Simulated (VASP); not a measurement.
# Se (P3_221) in VASP: notebook, part 2 of 2

VASP 6.6.1. The steps go on from the part before.

### 4 Single point, r2SCAN

This run uses another cell than the first one, of 27.10 Å³/atom, 0.931 times its volume.

POSCAR

```
Se
1.0
    4.3551696776      0.0000000000      0.0000000000
   -2.1775848388      3.7716875786      0.0000000000
    0.0000000000      0.0000000000      4.9494500000
Se
3
Direct
    0.2170000000      0.0000000000      0.1666666667
    0.0000000000      0.2170000000      0.8333333333
    0.7830000000      0.7830000000      0.5000000000
```

INCAR.step1

```
SYSTEM = Se
PREC     = Accurate       ! precision mode
ENCUT    = 520            ! plane-wave cutoff, eV
ISMEAR   = 0              ! smearing method
SIGMA    = 0.1            ! smearing width, eV
LREAL    = .FALSE.        ! projectors in reciprocal space
LASPH    = .TRUE.         ! aspherical terms in the spheres
NELM     = 100            ! most SCF steps
NBANDS   = 16             ! bands
GGA      = PE             ! functional
ALGO     = Normal         ! electronic algorithm
EDIFF    = 1E-4           ! SCF threshold, eV
LWAVE    = .TRUE.         ! write WAVECAR
LCHARG   = .FALSE.        ! write CHGCAR
```

INCAR.step2

```
SYSTEM = Se
PREC     = Accurate       ! precision mode
ENCUT    = 520            ! plane-wave cutoff, eV
EDIFF    = 1E-6           ! SCF threshold, eV
ISMEAR   = 0              ! smearing method
SIGMA    = 0.1            ! smearing width, eV
LREAL    = .FALSE.        ! projectors in reciprocal space
LASPH    = .TRUE.         ! aspherical terms in the spheres
NELM     = 100            ! most SCF steps
ALGO     = Normal         ! electronic algorithm
ISIF     = 2              ! what is computed and relaxed
LWAVE    = .FALSE.        ! write WAVECAR
LCHARG   = .FALSE.        ! write CHGCAR
METAGGA  = R2SCAN         ! meta-GGA
LMIXTAU  = .TRUE.       
NBANDS   = 16             ! bands
ISTART   = 1
```

KPOINTS

```
Automatic mesh
0
G
  6 6 4
  0 0 0
```

Potentials or basis: VASP PAW PBE potentials, release 64 (Se).

The run is started by

```bash
$ cat potpaw_PBE.64/Se/POTCAR > POTCAR
$ cp INCAR.step1 INCAR
$ mpirun -np 1 vasp_std > vasp.out
$ cp INCAR.step2 INCAR
$ mpirun -np 1 vasp_std > vasp.out
```

OUTCAR:

```text
SYSTEM = Se
   PREC = Accurate
   ENCUT = 520
   EDIFF = 1E-6
   ISMEAR = 0
   LREAL = .FALSE.
   LASPH = .TRUE.
   NELM = 100
   ISIF = 2
   METAGGA = R2SCAN
   ISTART = 1

 ion  position               nearest neighbor table
   1  0.217  0.000  0.167-   3 2.32   2 2.32
   2  0.000  0.217  0.833-   3 2.32   1 2.32
   3  0.783  0.783  0.500-   1 2.32   2 2.32

  LATTYP: Found a hexagonal cell.
 ALAT       =     4.3551696776
 C/A-ratio  =     1.1364539998

  Lattice vectors:

 A1 = (   4.3551696776,   0.0000000000,   0.0000000000)
 A2 = (  -2.1775848388,   3.7716875786,   0.0000000000)
 A3 = (   0.0000000000,   0.0000000000,   4.9494500000)

Analysis of symmetry for initial positions (statically):
=====================================================================
 Subroutine PRICEL returns:
 Original cell was already a primitive cell.

 Routine SETGRP: Setting up the symmetry group for a
 hexagonal supercell.

 Subroutine GETGRP returns: Found  6 space group operations
 (whereof  2 operations were pure point group operations)
 out of a pool of 24 trial point group operations.

The static configuration has the point symmetry C_2 .
 The point group associated with its full space group is D_3 .

Analysis of symmetry for dynamics (positions and initial velocities):
=====================================================================
 Subroutine PRICEL returns:
 Original cell was already a primitive cell.

 Routine SETGRP: Setting up the symmetry group for a
 hexagonal supercell.

 Subroutine GETGRP returns: Found  6 space group operations
 (whereof  2 operations were pure point group operations)
 out of a pool of 24 trial point group operations.

The dynamic configuration has the point symmetry C_2 .
 The point group associated with its full space group is D_3 .

 Subroutine INISYM returns: Found  6 space group operations
 (whereof  2 operations are pure point group operations),
 and found     1 'primitive' translations

[... 116 lines left out ...]
  volume/ion in A,a.u.               =      27.10       182.88
  Fermi-wavevector in a.u.,A,eV,Ry     =   0.990375  1.871538 13.345180  0.980843
  Thomas-Fermi vector in A             =   2.122041
   LORBIT       =      0    0 simple, 1 ext, 2 COOP (PROOUT), +10 PAW based schemes
   METAGGA = R2SCAN    functional components
   LHFCALC =     F    Hartree Fock is set to
   AEXX    =    0.0000 exact exchange contribution
   IVDW    =     0    specifies the selected vdW correction
   LEPSILON=     F    determine dielectric tensor
   LRPA    =     F    only Hartree local field effects (RPA)
 non-spin polarized calculation
 Gauss-broadening in eV      SIGMA  =   0.10
  energy-cutoff  :      520.00
  volume of cell :       81.30
 maximum number of plane-waves:      2202
   NGX = 17   NGY = 17   NGZ = 19

 number of electron      17.9999997 magnetization

 Free energy of the ion-electron system (eV)
  ---------------------------------------------------
  ext. energy  EPLUGINS =         0.00000000
  ---------------------------------------------------
  free energy    TOTEN  =       -42.85707182 eV

  energy without entropy =      -42.85707182  energy(sigma->0) =      -42.85707182

 E-fermi :   2.9815     XC(G=0):  -9.2686

 val. band max:        2.5064568507   @ k =   0.5000  -0.0000   0.5000
 cond. band min:       3.7154956663   @ k =   0.3333   0.3333   0.5000
 fundamental gap:      1.2090388156
 Fermi energy:         2.9815208924

 k-point     1 :       0.0000    0.0000    0.0000
  band No.  band energies     occupation
      1     -14.3204      2.00000
      2      -9.7729      2.00000
      3      -9.7729      2.00000
      4      -1.6569      2.00000
      5      -1.6569      2.00000
      6      -1.4237      2.00000
[... 433 lines left out ...]
      3      -8.2888      2.00000
      4      -3.7634      2.00000
      5      -2.6982      2.00000
      6      -2.6982      2.00000
[... 8 lines left out ...]
     15      11.5819      0.00000
     16      11.5819      0.00000

------------------------ aborting loop because EDIFF is reached ----------------------------------------

  FORCE on cell =-STRESS in cart. coord.  units (eV):
  Direction    XX          YY          ZZ          XY          YZ          ZX
  --------------------------------------------------------------------------------------
  -------------------------------------------------------------------------------------
  Total        1.7509052      1.7509052      2.6278825     -0.0000000      0.0000000      0.0000000
  in kB       34.5044796     34.5044796     51.7867662     -0.0000000      0.0000000      0.0000000
  external PRESSURE =      40.2652418 kB  Pullay stress =       0.0000000 kB

 VOLUME and BASIS-vectors are now :
 -----------------------------------------------------------------------------
  energy-cutoff  :      520.00
  volume of cell :       81.30
      direct lattice vectors                 reciprocal lattice vectors
     4.355169678  0.000000000  0.000000000     0.229612179  0.132566653  0.000000000
    -2.177584839  3.771687579  0.000000000     0.000000000  0.265133307  0.000000000
     0.000000000  0.000000000  4.949450000     0.000000000  0.000000000  0.202042651

 POSITION                                       TOTAL-FORCE (eV/Angst)
 -----------------------------------------------------------------------------------
      0.94507      0.00000      0.82491         0.815345     -0.000000     -0.000000
     -0.47254      0.81846      4.12454        -0.407673      0.706110      0.000000
      1.70505      2.95323      2.47472        -0.407673     -0.706110      0.000000
 -----------------------------------------------------------------------------------
    total drift:                                0.000000      0.000001     -0.000000

  FREE ENERGIE OF THE ION-ELECTRON SYSTEM (eV)
  ---------------------------------------------------
  free  energy   TOTEN  =       -42.8570718156 eV

  energy  without entropy=      -42.8570718156  energy(sigma->0) =      -42.85707182
```

OUTCAR.step1:

```text
SYSTEM = Se
   PREC = Accurate
   ENCUT = 520
   ISMEAR = 0
   LREAL = .FALSE.
   LASPH = .TRUE.
   NELM = 100
[... 679 lines left out ...]
      0.94507      0.00000      0.82491         1.187177     -0.000000     -0.000000
     -0.47254      0.81846      4.12454        -0.593589      1.028126      0.000000
      1.70505      2.95323      2.47472        -0.593589     -1.028126      0.000000
 -----------------------------------------------------------------------------------
    total drift:                                0.000001      0.000001     -0.000000

  FREE ENERGIE OF THE ION-ELECTRON SYSTEM (eV)
  ---------------------------------------------------
  free  energy   TOTEN  =       -10.3691711532 eV

  energy  without entropy=      -10.3691711532  energy(sigma->0) =      -10.36917115
```

Wall time 79 s (1 thread of Intel Xeon Platinum 8259CL at 2.50GHz (Skylake/Cascade Lake), shared host); peak memory 0.2 GiB.

What came out:

```yaml
Free_energy: -42.8571 eV
Pressure: 4.0 GPa
Largest_force: 0.815 eV/Å
Band_gap_on_the_k_mesh: 1.21 eV, indirect (least direct gap 1.46 eV)
```

Forces in eV/Å, atoms in the order of the input:
```
Se   0.815  0.000  0.000
Se  -0.408  0.706  0.000
Se  -0.408 -0.706  0.000
```

Stress tensor (GPa, compression positive):
```
3.45 0.00 0.00
0.00 3.45 0.00
0.00 0.00 5.18
```

Caveat: the PAW data sets were made with another functional, which shifts forces and pressure a little. A k mesh can miss the band edges.

### 5 Relaxation of cell and atoms, r2SCAN

POSCAR

```
Se
1.0
    4.4910080589      0.0000000000      0.0000000000
   -2.2455040295      3.8893270676      0.0000000000
    0.0000000000      0.0000000000      4.9981950018
Se
3
Direct
    0.2178203854      0.0000000000      0.1666666667
    0.0000000000      0.2178203854      0.8333333333
    0.7821796146      0.7821796146      0.5000000000
```

INCAR.step1

```
SYSTEM = Se
PREC = Accurate ; ENCUT = 600
ISMEAR = 0 ; SIGMA = 0.02
LREAL = .FALSE. ; LASPH = .TRUE.
NELM = 100 ; GGA = PE
ALGO = Normal ; EDIFF = 1E-4
LWAVE = .TRUE. ; LCHARG = .FALSE.
```

INCAR.step2

```
SYSTEM = Se
PREC = Accurate ; ENCUT = 600
EDIFF = 1E-6 ; ISMEAR = 0
SIGMA = 0.02 ; LREAL = .FALSE.
LASPH = .TRUE. ; NELM = 100
ALGO = Normal ; ISIF = 3
LWAVE = .FALSE. ; LCHARG = .FALSE.
METAGGA = R2SCAN ; LMIXTAU = .TRUE.
IBRION = 2 ; NSW = 100
EDIFFG = -0.01 ; ISTART = 1
```

KPOINTS

```
regular mesh
0
G
  9 9 6
  0 0 0
```

The run is started by

```bash
$ cat potpaw_PBE.64/Se/POTCAR > POTCAR
$ cp INCAR.step1 INCAR
$ mpirun -np 1 vasp_std > vasp.out
$ cp INCAR.step2 INCAR
$ mpirun -np 1 vasp_std > vasp.out
```

Run time: 6.3 min. Hardware: 1 thread of Intel Xeon Platinum 8375C at 2.90GHz (Ice Lake), shared host; peak memory 0.28 GiB.

Results (log left out):

| Quantity | Value |
| --- | --- |
| Free energy | -42.9298 eV |
| Relaxed volume | 29.08 Å³/atom |
| Relaxed cell | a = 4.491 Å, b = 4.491 Å, c = 4.995 Å, α = 90.00°, β = 90.00°, γ = 120.00° |
| Space group after relaxing (to 0.05 Å) | P3_221 (No. 154) |
| Energy gained by relaxing | 0.0 meV/atom |
| Ionic steps | 3 |
| Pressure after relaxing | 0.0 GPa |
| Largest force after relaxing | 0.004 eV/Å |
| Band gap on the k mesh | 1.31 eV, indirect (least direct gap 1.56 eV) |

Forces in eV/Å, atoms in the order of the input:
```
Se   0.004  0.000  0.000
Se  -0.002  0.003  0.000
Se  -0.002 -0.003  0.000
```

Final structure:
```
Se
1.0
     4.49071    0.00000    0.00000
    -2.24535    3.88907    0.00000
     0.00000    0.00000    4.99528
Se
3
Direct
  0.21776 0.00000 0.16667
  0.00000 0.21776 0.83333
  0.78224 0.78224 0.50000
```

Levels at points of the mesh, in eV from the valence-band top:
```csv
k point,band 5,band 6,band 7,band 8,band 9,band 10,band 11,band 12,band 13
"(0.00, 0.00, 0.00)",-3.97,-3.65,-2.05,-2.05,-0.39,2.25,2.25,2.58,6.50
"(0.00, 0.00, 0.50)",-3.46,-3.46,-1.44,-1.44,-1.08,1.55,1.65,1.65,6.99
```

Caveat: the PAW data sets were made with another functional, which shifts forces and pressure a little. r2SCAN opens gaps a little over a GGA but as a rule still falls short of measured ones.

### 6 Summary

```csv
task,cell,k mesh,cutoff (eV),smearing,gap on the mesh (eV),pressure (GPa),relaxed volume (Å³/atom),largest force (eV/Å)
single point,"a = 4.491, b = 4.491, c = 4.998 Å, angles 90.0, 90.0, 120.0°, 3 atoms",6 × 6 × 4,520,gaussian 0.1 eV,1.29,0.0,-,0.01
relaxation of cell and atoms,"relaxed from a = 4.355, b = 4.355, c = 4.949 Å, angles 90.0, 90.0, 120.0°, 3 atoms",6 × 6 × 4,600,gaussian 0.1 eV,1.18,0.1,28.34,0.01
single point,"a = 4.355, b = 4.355, c = 4.949 Å, angles 90.0, 90.0, 120.0°, 3 atoms",6 × 6 × 4,520,gaussian 0.1 eV,1.21,4.0,-,0.82
relaxation of cell and atoms,"relaxed from a = 4.491, b = 4.491, c = 4.998 Å, angles 90.0, 90.0, 120.0°, 3 atoms",9 × 9 × 6,600,gaussian 0.02 eV,1.31,0.0,29.08,-
```

Alike in all rows: level r2SCAN; potentials or basis VASP PAW PBE potentials, release 64 (Se); no spin polarisation.

Caveats: the PAW data sets were made with another functional, which shifts forces and pressure a little.

Total energies depend on the potentials used, so only differences within one code and one set of settings carry meaning.
